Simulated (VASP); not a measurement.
# NbC4 (P-43m) in VASP: single point with PBE

Aim: the single point of NbC4 with PBE.

All numbers are computed with VASP 6.6.1; they aren't measurements. Logs are shortened: lines on timing, memory, paths and dates and some standing lists are left out, and cuts for length are marked.

**1. The cell of the first run**

It takes space group P-43m (No. 215, cubic). Conventional cell: a = 3.607 Å, b = 3.607 Å, c = 3.607 Å, α = 90.00°, β = 90.00°, γ = 90.00°. Within 3.0 Å of Nb (site symmetry -43m) lie 16 C at 2.18 to 2.95 Å. C (site symmetry 3m) has 3 C at 1.54 Å and 1 Nb at 2.18 Å within 2.2 Å.

The cell was built from a structure type or drawn by symmetry, and may not be a known phase.

**2. Single point, PBE, collinear spin**

File INCAR:

```
PREC = Accurate
ENCUT = 910
EDIFF = 1E-6
ISMEAR = 0
SIGMA = 0.1
LREAL = F
LASPH = T
NELM = 200
ALGO = Normal
ISIF = 2
LWAVE = F
LCHARG = T
ISPIN = 2
MAGMOM = 1 0 0 0 0
LORBIT = 11
LMAXMIX = 4
GGA = PE
LELF = T
LVHAR = T
NBANDS = 26
GGA_COMPAT = F
```

File KPOINTS:

```
Automatic mesh
0
Gamma
  6 6 6
```

File POSCAR:

```
NbC4
1.0
    3.6072856370      0.0000000000      0.0000000000
    0.0000000000      3.6072856370      0.0000000000
    0.0000000000      0.0000000000      3.6072856370
Nb C
1 4
Direct
    0.0000000000      0.0000000000      0.0000000000
    0.3489842254      0.6510157746      0.6510157746
    0.6510157746      0.3489842254      0.6510157746
    0.6510157746      0.6510157746      0.3489842254
    0.3489842254      0.3489842254      0.3489842254
```

Potentials or basis: VASP PAW PBE potentials, release 64 (Nb_sv, C_h).

On the command line:

```
cat potpaw_PBE.64/Nb_sv/POTCAR potpaw_PBE.64/C_h/POTCAR > POTCAR
mpirun -np 1 vasp_std > vasp.out
```

OUTCAR:

```text
PREC = Accurate
   ENCUT = 910
   EDIFF = 1E-6
   ISMEAR = 0
   LREAL = F
   LASPH = T
   NELM = 200
   ISIF = 2
   ISPIN = 2
   LORBIT = 11
   GGA = PE

 ion  position               nearest neighbor table
   1  0.000  0.000  0.000-   2 2.18   3 2.18   4 2.18   5 2.18
   2  0.349  0.651  0.651-   1 2.18
   3  0.651  0.349  0.651-   1 2.18
   4  0.651  0.651  0.349-   1 2.18
   5  0.349  0.349  0.349-   1 2.18

  LATTYP: Found a simple cubic cell.
 ALAT       =     3.6072856370

  Lattice vectors:

 A1 = (   3.6072856370,   0.0000000000,   0.0000000000)
 A2 = (   0.0000000000,   3.6072856370,   0.0000000000)
 A3 = (   0.0000000000,   0.0000000000,   3.6072856370)

Analysis of symmetry for initial positions (statically):
=====================================================================
 Subroutine PRICEL returns:
 Original cell was already a primitive cell.

 Routine SETGRP: Setting up the symmetry group for a
 simple cubic supercell.

 Subroutine GETGRP returns: Found 24 space group operations
 (whereof 24 operations were pure point group operations)
 out of a pool of 48 trial point group operations.

The static configuration has the point symmetry T_d .

Analysis of symmetry for dynamics (positions and initial velocities):
=====================================================================
 Subroutine PRICEL returns:
 Original cell was already a primitive cell.

 Routine SETGRP: Setting up the symmetry group for a
 simple cubic supercell.

 Subroutine GETGRP returns: Found 24 space group operations
 (whereof 24 operations were pure point group operations)
 out of a pool of 48 trial point group operations.

The dynamic configuration has the point symmetry T_d .

Analysis of structural, dynamic, and magnetic symmetry:
=====================================================================
 Subroutine PRICEL returns:
 Original cell was already a primitive cell.

 Routine SETGRP: Setting up the symmetry group for a
 simple cubic supercell.

 Subroutine GETGRP returns: Found 24 space group operations
 (whereof 24 operations were pure point group operations)
 out of a pool of 48 trial point group operations.

The overall configuration has the point symmetry T_d .

 Subroutine INISYM returns: Found 24 space group operations
 (whereof 24 operations are pure point group operations),
 and found     1 'primitive' translations

----------------------------------------------------------------------------------------

                                     Primitive cell

  volume of cell :      46.9398

  direct lattice vectors                    reciprocal lattice vectors
     3.607285637  0.000000000  0.000000000     0.277216750  0.000000000  0.000000000
     0.000000000  3.607285637  0.000000000     0.000000000  0.277216750  0.000000000
     0.000000000  0.000000000  3.607285637     0.000000000  0.000000000  0.277216750

  length of vectors
     3.607285637  3.607285637  3.607285637     0.277216750  0.277216750  0.277216750

  position of ions in fractional coordinates (direct lattice)
     0.000000000  0.000000000  0.000000000
     0.348984225  0.651015775  0.651015775
     0.651015775  0.348984225  0.651015775
     0.651015775  0.651015775  0.348984225
     0.348984225  0.348984225  0.348984225

  ion indices of the primitive-cell ions
   primitive index   ion index
                 1           1
                 2           2
                 3           3
                 4           4
                 5           5

----------------------------------------------------------------------------------------

 KPOINTS: Automatic mesh

Automatic generation of k-mesh.
 Grid dimensions read from file:
 generate k-points for:    6    6    6

 Generating k-lattice:

  Cartesian coordinates                     Fractional coordinates (reciprocal lattice)
     0.046202792  0.000000000  0.000000000     0.166666667  0.000000000  0.000000000
     0.000000000  0.046202792  0.000000000     0.000000000  0.166666667  0.000000000
     0.000000000  0.000000000  0.046202792     0.000000000  0.000000000  0.166666667

  Length of vectors
     0.046202792  0.046202792  0.046202792

  Shift w.r.t. Gamma in fractional coordinates (k-lattice)
     0.000000000  0.000000000  0.000000000

 Subroutine IBZKPT returns following result:
 ===========================================

 Found     20 irreducible k-points:

 Following reciprocal coordinates:
            Coordinates               Weight
  0.000000  0.000000  0.000000      1.000000
  0.166667  0.000000  0.000000      6.000000
  0.333333  0.000000  0.000000      6.000000
  0.500000  0.000000  0.000000      3.000000
  0.166667  0.166667  0.000000     12.000000
  0.333333  0.166667  0.000000     24.000000
[... 12 lines left out ...]
  0.500000  0.500000  0.333333      6.000000
  0.500000  0.500000  0.500000      1.000000
   k-points           NKPTS =     20   k-points in BZ     NKDIM =     20   number of bands    NBANDS=     26
   number of dos      NEDOS =    301   number of ions     NIONS =      5
   total plane-waves  NPLWV =  46656
   dimension x,y,z NGX =    36 NGY =   36 NGZ =   36
   dimension x,y,z NGXF=    72 NGYF=   72 NGZF=   72
   ions per type =               1   4
   NGX,Y,Z   is equivalent  to a cutoff of  16.59, 16.59, 16.59 a.u.
   NGXF,Y,Z  is equivalent  to a cutoff of  33.18, 33.18, 33.18 a.u.
 SYSTEM =  unknown system
   PREC   = accura    normal or accurate (medium, high low for compatibility)
   ISTART =      0    job   : 0-new  1-cont  2-samecut
   ICHARG =      2    charge: 1-file 2-atom 10-const
   ISPIN  =      2    spin polarized calculation?
   LNONCOLLINEAR =      F non collinear calculations
   LSORBIT =      F    spin-orbit coupling
   LASPH  =      T    aspherical Exc in radial PAW
   ENCUT  =  910.0 eV  66.88 Ry    8.18 a.u.   8.87  8.87  8.87*2*pi/ulx,y,z
   NELM   =    200;   NELMIN=  2; NELMDL= -5     # of ELM steps
   EDIFF  = 0.1E-05   stopping-criterion for ELM
   LREAL  =      F    real-space projection
   EDIFFG = 0.1E-04   stopping-criterion for IOM
   NSW    =      0    number of steps for IOM
   IBRION =     -1    ionic relax: 0-MD 1-quasi-New 2-CG
   NFREE  =      0    steps in history (QN), initial steepest desc. (CG)
   ISIF   =      2    stress and relaxation
   ISYM   =      2    0-nonsym 1-usesym 2-fastsym
   POTIM  = 0.5000    time-step for ionic-motion
   TEBEG  =    0.0;   TEEND  =   0.0 temperature during run
   PSTRESS=    0.0 pullay stress
   NELECT =      29.0000    total number of electrons
   NUPDOWN=      -1.0000    fix difference up-down
   EMIN   =  10.00;   EMAX   =-10.00  energy-range for DOS
   EFERMI =   0.00;   METHOD = LEGACY
   ISMEAR =     0;   SIGMA  =   0.10  broadening in eV -4-tet -1-fermi 0-gaus
   EFERMI_NEDOS =   21; number of points for ismear=-14 and -15
   IALGO  =     38    algorithm
   IMIX   =      4    mixing-type and parameters
     AMIX     =   0.40;   BMIX     =  1.00
     AMIX_MAG =   1.60;   BMIX_MAG =  1.00
  volume/ion in A,a.u.               =       9.39        63.35
  Fermi-wavevector in a.u.,A,eV,Ry     =   1.394313  2.634870 26.451208  1.944109
  Thomas-Fermi vector in A             =   2.517874
   LORBIT       =     11    0 simple, 1 ext, 2 COOP (PROOUT), +10 PAW based schemes
   GGA     = PE    functional components
   LHFCALC =     F    Hartree Fock is set to
   AEXX    =    0.0000 exact exchange contribution
   IVDW    =     0    specifies the selected vdW correction
   LEPSILON=     F    determine dielectric tensor
   LRPA    =     F    only Hartree local field effects (RPA)
 spin polarized calculation
 Gauss-broadening in eV      SIGMA  =   0.10
  energy-cutoff  :      910.00
  volume of cell :       46.94
 maximum number of plane-waves:      2968
 NGX is ok and might be reduce to    36
   NGX = 17   NGY = 17   NGZ = 17

 number of electron      29.0000000 magnetization      -0.0020676

 number of electron      29.0000000 magnetization       0.0000515

 Free energy of the ion-electron system (eV)
  ---------------------------------------------------
  ext. energy  EPLUGINS =         0.00000000
  ---------------------------------------------------
  free energy    TOTEN  =       -39.56648974 eV

  energy without entropy =      -39.55733453  energy(sigma->0) =      -39.56191214

 E-fermi :   9.4779     XC(G=0): -12.2199

 val. band max:        9.4162552505   @ k =   0.5000   0.5000   0.3333
 cond. band min:       9.5201954574   @ k =   0.3333   0.3333   0.1667
 fundamental gap:      0.1039402069
 Fermi energy:         9.4779065588

 spin component 1

 k-point     1 :       0.0000    0.0000    0.0000
  band No.  band energies     occupation
      1     -46.5265      1.00000
      2     -22.5220      1.00000
      3     -22.5220      1.00000
      4     -22.5220      1.00000
      5     -11.4701      1.00000
      6       0.7508      1.00000
[... 569 lines left out ...]
     25      20.1363      0.00000
     26      20.1363      0.00000
 Fermi energy:         9.4779065588

 spin component 2

 k-point     1 :       0.0000    0.0000    0.0000
  band No.  band energies     occupation
      1     -46.5263      1.00000
      2     -22.5219      1.00000
      3     -22.5219      1.00000
      4     -22.5219      1.00000
      5     -11.4700      1.00000
      6       0.7509      1.00000
[... 569 lines left out ...]
     25      20.1363      0.00000
     26      20.1363      0.00000

------------------------ aborting loop because EDIFF is reached ----------------------------------------

  FORCE on cell =-STRESS in cart. coord.  units (eV):
  Direction    XX          YY          ZZ          XY          YZ          ZX
  --------------------------------------------------------------------------------------
  -------------------------------------------------------------------------------------
  Total       -0.1755630     -0.1755630     -0.1755630     -0.0000000      0.0000000      0.0000000
  in kB       -5.9924150     -5.9924150     -5.9924150     -0.0000000      0.0000000      0.0000000
  external PRESSURE =      -5.9924150 kB  Pullay stress =       0.0000000 kB

 VOLUME and BASIS-vectors are now :
 -----------------------------------------------------------------------------
  energy-cutoff  :      910.00
  volume of cell :       46.94
      direct lattice vectors                 reciprocal lattice vectors
     3.607285637  0.000000000  0.000000000     0.277216750  0.000000000  0.000000000
     0.000000000  3.607285637  0.000000000     0.000000000  0.277216750  0.000000000
     0.000000000  0.000000000  3.607285637     0.000000000  0.000000000  0.277216750

 POSITION                                       TOTAL-FORCE (eV/Angst)
 -----------------------------------------------------------------------------------
      0.00000      0.00000      0.00000        -0.000000      0.000000      0.000000
      1.25889      2.34840      2.34840        -0.015004      0.015004      0.015004
      2.34840      1.25889      2.34840         0.015004     -0.015004      0.015004
      2.34840      2.34840      1.25889         0.015004      0.015004     -0.015004
      1.25889      1.25889      1.25889        -0.015004     -0.015004     -0.015004
 -----------------------------------------------------------------------------------
    total drift:                                0.000000      0.000000     -0.000000

  FREE ENERGIE OF THE ION-ELECTRON SYSTEM (eV)
  ---------------------------------------------------
  free  energy   TOTEN  =       -39.5664897447 eV

  energy  without entropy=      -39.5573345330  energy(sigma->0) =      -39.56191214

 total charge

# of ion       s       p       d       tot
------------------------------------------
    1        2.188   6.004   2.293  10.485
    2        0.481   0.935   0.000   1.416
    3        0.481   0.935   0.000   1.416
    4        0.481   0.935   0.000   1.416
    5        0.481   0.935   0.000   1.416
--------------------------------------------------
tot          4.112   9.742   2.293  16.147

 magnetization (x)

# of ion       s       p       d       tot
------------------------------------------
    1        0.000  -0.000   0.000   0.000
    2       -0.000   0.000   0.000   0.000
    3       -0.000   0.000   0.000   0.000
    4       -0.000   0.000   0.000   0.000
    5       -0.000   0.000   0.000   0.000
--------------------------------------------------
tot          0.000   0.000   0.000   0.000
```

It took 47 s on 1 thread of Intel Xeon 6975P-C (Granite Rapids), shared host; peak memory 0.28 GiB.

Results:

- Free energy: -39.5665 eV
- Pressure: -0.6 GPa
- Largest force: 0.026 eV/Å
- Net moment: 0.00 μB per cell
- Valence electrons inside the program's atomic spheres: Nb 10.48; C 1.42

Forces in eV/Å, atoms in the order of the input:
```
Nb   0.000  0.000  0.000
C   -0.015  0.015  0.015
C    0.015 -0.015  0.015
C    0.015  0.015 -0.015
C   -0.015 -0.015 -0.015
```

Caveat: the cutoff is under 1.25 times the usual one of these potentials, so pressure, stress and relaxed cells hold a basis-set (Pulay) error.
